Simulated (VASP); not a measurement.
Wanted: the native input for a VASP 6.6.1 run.

| Item | Value |
| --- | --- |
| Task | single point |
| Functional | r2SCAN |
| Potentials or basis | VASP PAW PBE potentials, release 64 (C) |
| Cutoff | 520 eV |
| k mesh | 12 × 12 × 3 |
| Occupations | gaussian, width 0.05 eV |
| Spin | no spin polarisation |
| Dipole correction | no |
| Further INCAR settings | ALGO = Normal; EDIFF = 1e-06; NBANDS = 21 |

Crystal: C.

```xyz
6
Lattice="-2.1268 1.2279 0.0110 -2.1268 -1.2279 0.0110 0.0615 0.0000 10.3052" Properties=species:S:1:pos:R:3 pbc="T T T"
C    -0.6564    0.0000    8.8415
C    -2.1163    0.0000    1.7788
C    -3.5132    0.0000    5.3212
C    -0.6984    0.0000    1.7713
C    -2.0953    0.0000    5.3137
C    -3.4922    0.0000    8.8561
```

This cell differs from its parent crystal: the distance across one plane changed.

One way to write it, as run:

POSCAR

```
C
1.0
   -2.1268362731      1.2279462884      0.0110113261
   -2.1268362731     -1.2279462884      0.0110113261
    0.0614583176      0.0000000000     10.3051894789
C
6
Direct
    0.1667142779      0.1667142779      0.8576141354
    0.5000106333      0.5000106333      0.1715401104
    0.8333624556      0.8333624556      0.5145771229
    0.1666745242      0.1666745242      0.1715312059
    0.5000263465      0.5000263465      0.5145682184
    0.8333781688      0.8333781688      0.8576052309
```

INCAR.step1

```
ALGO = Normal
EDIFF = 1E-4
ENCUT = 520
GGA = PE
ISMEAR = 0
LASPH = T
LCHARG = F
LREAL = F
LWAVE = T
NBANDS = 21
NELM = 100
PREC = Accurate
SIGMA = 0.05
```

INCAR.step2

```
ALGO = Normal
EDIFF = 1E-6
ENCUT = 520
ISIF = 2
ISMEAR = 0
ISTART = 1
LASPH = T
LCHARG = F
LMIXTAU = T
LREAL = F
LWAVE = F
METAGGA = R2SCAN
NBANDS = 21
NELM = 100
PREC = Accurate
SIGMA = 0.05
```

KPOINTS

```
k-points
0
Gamma
  12 12 3
```

Potentials or basis: VASP PAW PBE potentials, release 64 (C).

Launch:

```sh
$ cat potpaw_PBE.64/C/POTCAR > POTCAR
$ cp INCAR.step1 INCAR
$ mpirun -np 1 vasp_std > vasp.out
$ cp INCAR.step2 INCAR
$ mpirun -np 1 vasp_std > vasp.out
```

Results of the run:

```json
{
  "Pressure": "0.9 GPa",
  "Largest force": "0.073 eV/Å"
}
```

Caveat: the cell differs from its parent crystal (the distance across one plane changed); the PAW data sets were made with another functional, which shifts forces and pressure a little.

Run time: 3.7 min on 1 thread of AMD EPYC 9R45 96-Core Processor (Zen 5), with other jobs on the host, peak memory 0.19 GiB.
